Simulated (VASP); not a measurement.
Input of a VASP 6.6.1 run:

The input INCAR:

```
SYSTEM = K
PREC     = Accurate       ! precision mode
ENCUT    = 520            ! plane-wave cutoff, eV
EDIFF    = 1E-6           ! SCF threshold, eV
ISMEAR   = -1             ! smearing method
SIGMA    = 0.1            ! smearing width, eV
LREAL    = .False.        ! projectors in reciprocal space
LASPH    = .True.         ! aspherical terms in the spheres
NELM     = 100            ! most SCF steps
ALGO     = Normal         ! electronic algorithm
ISIF     = 2              ! what is computed and relaxed
LWAVE    = .False.        ! write WAVECAR
LCHARG   = .False.        ! write CHGCAR
GGA      = RE             ! functional
NBANDS   = 10             ! bands
```

KPOINTS

```
regular mesh
0
Gamma
  14 14 14
  0 0 0
```

POSCAR

```
K
1.0
   -2.6364211545      2.6364211545      2.6364211545
    2.6364211545     -2.6364211545      2.6364211545
    2.6364211545      2.6364211545     -2.6364211545
K
1
Direct
    0.0000000000      0.0000000000      0.0000000000
```

Potentials or basis: VASP PAW PBE potentials, release 64 (K_sv).

The run is started by

```bash
$ cat potpaw_PBE.64/K_sv/POTCAR > POTCAR
$ mpirun -np 1 vasp_std > vasp.out
```

**Question.** Estimate the pressure.

**Answer.** 0.3 GPa.

**Question.** Estimate the band gap on the k mesh.

**Answer.** Zero (an odd number of electrons rules out a gap without spin polarisation).

Caveat: the PAW data sets were made with another functional, which shifts forces and pressure a little.
